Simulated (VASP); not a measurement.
Set up this calculation in VASP 6.6.1, as the native input.

| Item | Value |
| --- | --- |
| Task | single point |
| Functional | PBE |
| Potentials or basis | VASP PAW PBE potentials, release 64 (Pt, Fe) |
| Cutoff | 600 eV |
| k mesh | 10 × 10 × 7 |
| Occupations | gaussian, width 0.019 eV |
| Spin | collinear spin, ferromagnetic start |
| Starting moments | [0.0, 3.0] μB |
| Dipole correction | no |
| Further INCAR settings | ALGO = Normal; EDIFF = 1e-06; NBANDS = 20 |

The structure of FePt lies in POSCAR:

```
FePt
1.0
    2.7235000000      0.0000000000      0.0000000000
    0.0000000000      2.7235000000      0.0000000000
    0.0000000000      0.0000000000      3.7200000000
Pt Fe
1 1
Direct
    0.5000000000      0.5000000000      0.5000000000
    0.0000000000      0.0000000000      0.0000000000
```

These files were run (other wordings do the same):

INCAR

```
SYSTEM = FePt
PREC = Accurate
ENCUT = 600
EDIFF = 1E-6
ISMEAR = 0
SIGMA = 0.019000000000000003
LREAL = .FALSE.
LASPH = .TRUE.
NELM = 200
ALGO = Normal
ISIF = 2
LWAVE = .FALSE.
LCHARG = .FALSE.
ISPIN = 2
MAGMOM = 0 3
LORBIT = 11
LMAXMIX = 4
GGA = PE
NBANDS = 20
GGA_COMPAT = .FALSE.
```

KPOINTS

```
regular mesh
0
G
  10 10 7
  0 0 0
```

Potentials or basis: VASP PAW PBE potentials, release 64 (Pt, Fe).

The run is started by

```console
$ cat potpaw_PBE.64/Pt/POTCAR potpaw_PBE.64/Fe/POTCAR > POTCAR
$ mpirun -np 1 vasp_std > vasp.out
```

It gave:

* Pressure: 2.8 GPa
* Net moment: 3.26 μB per cell
* Site moments: Pt +0.33; Fe +2.91 μB
* Valence electrons inside the program's atomic spheres: Pt 9.44; Fe 6.99

Run time: 37 s on 1 thread of Intel(R) Xeon(R) 6975P-C (Granite Rapids), with other jobs on the host, peak memory 0.22 GiB.
